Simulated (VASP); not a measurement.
# Hf3BN3 in VASP: single point with PBEsol

Aim: the single point of Hf3BN3 with PBEsol.

All numbers are computed with VASP 6.6.1; they aren't measurements. Logs are shortened: lines on timing, memory, paths and dates and some standing lists are left out, and cuts for length are marked.

**1. The cell of the first run**

The cell holds a slab with vacuum, 7 atoms: a = 3.183 Å, b = 3.183 Å, c = 25.497 Å, α = 90.00°, β = 90.00°, γ = 120.00°.

**2. Single point, PBEsol**

File INCAR:

```
SYSTEM = Hf3BN3
ALGO = Normal ; DIPOL = 0.5 0.5 0.488
EDIFF = 1E-6 ; ENCUT = 520
GGA = PS ; IDIPOL = 3
ISIF = 2 ; ISMEAR = 0
LASPH = .True. ; LCHARG = .True.
LDIPOL = .True. ; LELF = .True.
LREAL = .False. ; LVACPOTAV = .True.
LVHAR = .True. ; LWAVE = .False.
NBANDS = 33 ; NELM = 60
PREC = Accurate ; SIGMA = 0.1
```

File KPOINTS:

```
k-points
0
Gamma
  9 9 1
  0 0 0
```

File POSCAR:

```
Hf3BN3
1.0
    3.1830776028      0.0000000000      0.0000000000
   -1.5915388014      2.7566260662      0.0000000000
    0.0000000000      0.0000000000     25.4974299488
N Hf B
3 3 1
Direct
    0.3333333333      0.6666666667      0.3333669321
    0.0000000000      0.0000000000      0.4352976751
    0.6666666667      0.3333333333      0.5368018856
    0.6666666667      0.3333333333      0.3843323037
    0.3333333333      0.6666666667      0.4868980590
    0.0000000000      0.0000000000      0.5889510523
    0.3333333333      0.6666666667      0.6492784298
```

Potentials or basis: VASP PAW PBE potentials, release 64 (N, Hf_pv, B).

Run with:

```sh
$ cat potpaw_PBE.64/N/POTCAR potpaw_PBE.64/Hf_pv/POTCAR potpaw_PBE.64/B/POTCAR > POTCAR
$ mpirun -np 1 vasp_std > vasp.out
```

OUTCAR:

```text
SYSTEM = Hf3BN3
   EDIFF = 1E-6
   ENCUT = 520
   GGA = PS
   ISIF = 2
   ISMEAR = 0
   LASPH = .True.
   LREAL = .False.
   NELM = 60
   PREC = Accurate

 ion  position               nearest neighbor table
   1  0.333  0.667  0.333-   4 2.25   4 2.25   4 2.25
   2  0.000  0.000  0.435-   4 2.25   4 2.25   4 2.25   5 2.26   5 2.26   5 2.26
   3  0.667  0.333  0.537-   5 2.24   5 2.24   5 2.24   6 2.27   6 2.27   6 2.27
   4  0.667  0.333  0.384-   2 2.25   2 2.25   2 2.25   1 2.25   1 2.25   1 2.25   5 3.20   5 3.20
                             5 3.20
   5  0.333  0.667  0.487-   3 2.24   3 2.24   3 2.24   2 2.26   2 2.26   2 2.26   6 3.19   6 3.19
                             6 3.19   4 3.20   4 3.20   4 3.20
   6  0.000  0.000  0.589-   3 2.27   3 2.27   3 2.27   7 2.40   7 2.40   7 2.40   5 3.19   5 3.19
                             5 3.19
   7  0.333  0.667  0.649-   6 2.40   6 2.40   6 2.40

  LATTYP: Found a hexagonal cell.
 ALAT       =     3.1830776028
 C/A-ratio  =     8.0103073599

  Lattice vectors:

 A1 = (   3.1830776028,   0.0000000000,   0.0000000000)
 A2 = (  -1.5915388014,   2.7566260662,   0.0000000000)
 A3 = (   0.0000000000,   0.0000000000,  25.4974299488)

Analysis of symmetry for initial positions (statically):
=====================================================================
 Subroutine PRICEL returns:
 Original cell was already a primitive cell.

 Routine SETGRP: Setting up the symmetry group for a
 hexagonal supercell.

 Subroutine GETGRP returns: Found  6 space group operations
 (whereof  6 operations were pure point group operations)
 out of a pool of 24 trial point group operations.

The static configuration has the point symmetry C_3v.

Analysis of symmetry for dynamics (positions and initial velocities):
=====================================================================
 Subroutine PRICEL returns:
 Original cell was already a primitive cell.

 Routine SETGRP: Setting up the symmetry group for a
 hexagonal supercell.

 Subroutine GETGRP returns: Found  6 space group operations
 (whereof  6 operations were pure point group operations)
 out of a pool of 24 trial point group operations.

The dynamic configuration has the point symmetry C_3v.

 Subroutine INISYM returns: Found  6 space group operations
 (whereof  6 operations are pure point group operations),
 and found     1 'primitive' translations

----------------------------------------------------------------------------------------

                                     Primitive cell

  volume of cell :     223.7286

  direct lattice vectors                    reciprocal lattice vectors
     3.183077603  0.000000000  0.000000000     0.314161364  0.181381148  0.000000000
    -1.591538801  2.756626066  0.000000000     0.000000000  0.362762296  0.000000000
     0.000000000  0.000000000 25.497429949     0.000000000  0.000000000  0.039219639

  length of vectors
     3.183077603  3.183077603 25.497429949     0.362762296  0.362762296  0.039219639

  position of ions in fractional coordinates (direct lattice)
     0.333333333  0.666666667  0.333366932
     0.000000000  0.000000000  0.435297675
     0.666666667  0.333333333  0.536801886
     0.666666667  0.333333333  0.384332304
     0.333333333  0.666666667  0.486898059
     0.000000000  0.000000000  0.588951052
     0.333333333  0.666666667  0.649278430

  ion indices of the primitive-cell ions
   primitive index   ion index
                 1           1
                 2           2
                 3           3
                 4           4
                 5           5
                 6           6
                 7           7

----------------------------------------------------------------------------------------

 KPOINTS: k-points

Automatic generation of k-mesh.
 Grid dimensions read from file:
 generate k-points for:    9    9    1

 Generating k-lattice:

  Cartesian coordinates                     Fractional coordinates (reciprocal lattice)
     0.034906818  0.020153461  0.000000000     0.111111111 -0.000000000  0.000000000
     0.000000000  0.040306922  0.000000000     0.000000000  0.111111111  0.000000000
     0.000000000  0.000000000  0.039219639     0.000000000  0.000000000  1.000000000

  Length of vectors
     0.040306922  0.040306922  0.039219639

  Shift w.r.t. Gamma in fractional coordinates (k-lattice)
     0.000000000  0.000000000  0.000000000

 Subroutine IBZKPT returns following result:
 ===========================================

 Found     12 irreducible k-points:

 Following reciprocal coordinates:
            Coordinates               Weight
  0.000000  0.000000  0.000000      1.000000
  0.111111 -0.000000  0.000000      6.000000
  0.222222 -0.000000  0.000000      6.000000
  0.333333 -0.000000  0.000000      6.000000
  0.444444 -0.000000  0.000000      6.000000
  0.111111  0.111111  0.000000      6.000000
  0.222222  0.111111  0.000000     12.000000
  0.333333  0.111111  0.000000     12.000000
  0.444444  0.111111  0.000000      6.000000
  0.222222  0.222222  0.000000      6.000000
  0.333333  0.222222  0.000000     12.000000
  0.333333  0.333333  0.000000      2.000000
   k-points           NKPTS =     12   k-points in BZ     NKDIM =     12   number of bands    NBANDS=     33
   number of dos      NEDOS =    301   number of ions     NIONS =      7
   total plane-waves  NPLWV = 110592
   dimension x,y,z NGX =    24 NGY =   24 NGZ =  192
   dimension x,y,z NGXF=    48 NGYF=   48 NGZF=  384
   ions per type =               3   3   1
   NGX,Y,Z   is equivalent  to a cutoff of  12.53, 12.53, 12.52 a.u.
   NGXF,Y,Z  is equivalent  to a cutoff of  25.07, 25.07, 25.04 a.u.
 SYSTEM =  Hf3BN3
   PREC   = accura    normal or accurate (medium, high low for compatibility)
   ISTART =      0    job   : 0-new  1-cont  2-samecut
   ICHARG =      2    charge: 1-file 2-atom 10-const
   ISPIN  =      1    spin polarized calculation?
   LNONCOLLINEAR =      F non collinear calculations
   LSORBIT =      F    spin-orbit coupling
   LASPH  =      T    aspherical Exc in radial PAW
   ENCUT  =  520.0 eV  38.22 Ry    6.18 a.u.   5.92  5.92 47.41*2*pi/ulx,y,z
   NELM   =     60;   NELMIN=  2; NELMDL= -5     # of ELM steps
   EDIFF  = 0.1E-05   stopping-criterion for ELM
   LREAL  =      F    real-space projection
   EDIFFG = 0.1E-04   stopping-criterion for IOM
   NSW    =      0    number of steps for IOM
   IBRION =     -1    ionic relax: 0-MD 1-quasi-New 2-CG
   NFREE  =      0    steps in history (QN), initial steepest desc. (CG)
   ISIF   =      2    stress and relaxation
   ISYM   =      2    0-nonsym 1-usesym 2-fastsym
   POTIM  = 0.5000    time-step for ionic-motion
   TEBEG  =    0.0;   TEEND  =   0.0 temperature during run
   PSTRESS=    0.0 pullay stress
   NELECT =      48.0000    total number of electrons
   NUPDOWN=      -1.0000    fix difference up-down
   EMIN   =  10.00;   EMAX   =-10.00  energy-range for DOS
   EFERMI =   0.00;   METHOD = LEGACY
   ISMEAR =     0;   SIGMA  =   0.10  broadening in eV -4-tet -1-fermi 0-gaus
   EFERMI_NEDOS =   21; number of points for ismear=-14 and -15
   IALGO  =     38    algorithm
   IMIX   =      4    mixing-type and parameters
     AMIX     =   0.40;   BMIX     =  1.00
     AMIX_MAG =   1.60;   BMIX_MAG =  1.00
  volume/ion in A,a.u.               =      31.96       215.69
  Fermi-wavevector in a.u.,A,eV,Ry     =   0.980050  1.852025 13.068359  0.960497
  Thomas-Fermi vector in A             =   2.110950
   LORBIT       =      0    0 simple, 1 ext, 2 COOP (PROOUT), +10 PAW based schemes
   GGA     = PS    functional components
   LHFCALC =     F    Hartree Fock is set to
   AEXX    =    0.0000 exact exchange contribution
   IVDW    =     0    specifies the selected vdW correction
   LEPSILON=     F    determine dielectric tensor
   LRPA    =     F    only Hartree local field effects (RPA)
 non-spin polarized calculation
 Gauss-broadening in eV      SIGMA  =   0.10
  energy-cutoff  :      520.00
  volume of cell :      223.73
 maximum number of plane-waves:      6054
 NGX is ok and might be reduce to    24
   NGX = 11   NGY = 11   NGZ = 95

 dipolmoment           0.000000      0.000000      0.464467 electrons x Angstroem

 number of electron      48.0000007 magnetization

 dipolmoment           0.000000      0.000000     -0.145399 electrons x Angstroem

 Free energy of the ion-electron system (eV)
  ---------------------------------------------------
  ext. energy  EPLUGINS =         0.00000000
  ---------------------------------------------------
  free energy    TOTEN  =       -69.20579821 eV

  energy without entropy =      -69.18837362  energy(sigma->0) =      -69.19708591

 E-fermi :  -1.8857     XC(G=0):  -5.2167

 val. band max:       -1.9023111892   @ k =   0.3333   0.3333   0.0000
 cond. band min:      -1.8710951238   @ k =   0.3333   0.2222   0.0000
 fundamental gap:      0.0312160653
 Fermi energy:        -1.8857125827

 k-point     1 :       0.0000    0.0000    0.0000
  band No.  band energies     occupation
      1     -33.5910      2.00000
      2     -33.0301      2.00000
      3     -33.0301      2.00000
      4     -32.5537      2.00000
      5     -32.2287      2.00000
      6     -32.2287      2.00000
[... 25 lines left out ...]
     32       1.6887      0.00000
     33       1.8515      0.00000

 k-point     2 :       0.1111   -0.0000    0.0000
  band No.  band energies     occupation
      1     -33.5653      2.00000
      2     -33.1303      2.00000
      3     -33.0500      2.00000
      4     -32.5370      2.00000
      5     -32.3131      2.00000
      6     -32.2470      2.00000
[... 25 lines left out ...]
     32       1.7958      0.00000
     33       2.0348      0.00000

 k-point     3 :       0.2222   -0.0000    0.0000
  band No.  band energies     occupation
      1     -33.5017      2.00000
      2     -33.3665      2.00000
      3     -33.1001      2.00000
      4     -32.5213      2.00000
      5     -32.5007      2.00000
      6     -32.2928      2.00000
[... 25 lines left out ...]
     32       1.9429      0.00000
     33       2.5741      0.00000

 k-point     4 :       0.3333   -0.0000    0.0000
  band No.  band energies     occupation
      1     -33.6235      2.00000
      2     -33.4253      2.00000
      3     -33.1563      2.00000
      4     -32.7381      2.00000
      5     -32.4714      2.00000
      6     -32.3443      2.00000
[... 25 lines left out ...]
     32       2.7143      0.00000
     33       3.3321      0.00000

 k-point     5 :       0.4444   -0.0000    0.0000
  band No.  band energies     occupation
      1     -33.7801      2.00000
      2     -33.3834      2.00000
      3     -33.1927      2.00000
      4     -32.8704      2.00000
      5     -32.4527      2.00000
      6     -32.3776      2.00000
[... 172 lines left out ...]
 k-point    10 :       0.2222    0.2222    0.0000
  band No.  band energies     occupation
      1     -33.6297      2.00000
      2     -33.3947      2.00000
      3     -33.2900      2.00000
      4     -32.7442      2.00000
      5     -32.4711      2.00000
      6     -32.4470      2.00000
[... 25 lines left out ...]
     32       2.5368      0.00000
     33       3.4110      0.00000

 k-point    11 :       0.3333    0.2222    0.0000
  band No.  band energies     occupation
      1     -33.6823      2.00000
      2     -33.3956      2.00000
      3     -33.3524      2.00000
      4     -32.7924      2.00000
      5     -32.5482      2.00000
      6     -32.4417      2.00000
[... 25 lines left out ...]
     32       3.2805      0.00000
     33       3.5757      0.00000

 k-point    12 :       0.3333    0.3333    0.0000
  band No.  band energies     occupation
      1     -33.5710      2.00000
      2     -33.5615      2.00000
      3     -33.3381      2.00000
      4     -32.7213      2.00000
      5     -32.6710      2.00000
      6     -32.4367      2.00000
[... 25 lines left out ...]
     32       3.2633      0.00000
     33       3.3957      0.00000

------------------------ aborting loop because EDIFF is reached ----------------------------------------

  FORCE on cell =-STRESS in cart. coord.  units (eV):
  Direction    XX          YY          ZZ          XY          YZ          ZX
  --------------------------------------------------------------------------------------
  -------------------------------------------------------------------------------------
  Total       -2.9599777     -2.9599777     -5.0094520      0.0000000      0.0000000      0.0000000
  in kB      -21.1971528    -21.1971528    -35.8739592      0.0000000      0.0000000      0.0000000
  external PRESSURE =     -26.0894216 kB  Pullay stress =       0.0000000 kB

 VOLUME and BASIS-vectors are now :
 -----------------------------------------------------------------------------
  energy-cutoff  :      520.00
  volume of cell :      223.73
      direct lattice vectors                 reciprocal lattice vectors
     3.183077603  0.000000000  0.000000000     0.314161364  0.181381148  0.000000000
    -1.591538801  2.756626066  0.000000000     0.000000000  0.362762296  0.000000000
     0.000000000  0.000000000 25.497429949     0.000000000  0.000000000  0.039219639

 POSITION                                       TOTAL-FORCE (eV/Angst)
 -----------------------------------------------------------------------------------
     -0.00000      1.83775      8.50000         0.000000     -0.000000      5.351666
      0.00000      0.00000     11.09897         0.000000     -0.000000      1.756422
      1.59154      0.91888     13.68707        -0.000000      0.000000     -0.027725
      1.59154      0.91888      9.79949         0.000000     -0.000000     -7.034767
     -0.00000      1.83775     12.41465         0.000000     -0.000000      0.012977
      0.00000      0.00000     15.01674        -0.000000     -0.000000     -0.114450
     -0.00000      1.83775     16.55493        -0.000000     -0.000000      0.055879
 -----------------------------------------------------------------------------------
    total drift:                               -0.000000      0.000000      0.000338

  FREE ENERGIE OF THE ION-ELECTRON SYSTEM (eV)
  ---------------------------------------------------
  free  energy   TOTEN  =       -69.2057982090 eV

  energy  without entropy=      -69.1883736203  energy(sigma->0) =      -69.19708591

 vacuum level on the upper side and lower side of the slab         3.293         6.292
```

Wall time 5.9 min (1 thread of Intel Xeon 8259CL, shared host); peak memory 0.37 GiB.

What came out:

* Free energy: -69.2058 eV
* Largest force: 7.035 eV/Å
* Band gap on the k mesh: zero (bands 24 and 25 overlap by 0.55 eV)

Forces on the atoms (eV/Å):
```
N    0.000  0.000  5.352
N    0.000  0.000  1.756
N    0.000  0.000 -0.028
Hf   0.000  0.000 -7.035
Hf   0.000  0.000  0.013
Hf   0.000  0.000 -0.114
B    0.000  0.000  0.056
```

Levels at points of the mesh, in eV from the Fermi level:
```tsv
k point	band 21	band 22	band 23	band 24	band 25	band 26	band 27	band 28
(0.00, 0.00, 0.00)	-0.91	-0.26	-0.26	0.53	0.53	0.70	1.28	1.28
```

Caveat: the PAW data sets were made with another functional, which shifts forces and pressure a little; spin-orbit coupling is left out, which moves the levels of the heavy elements.
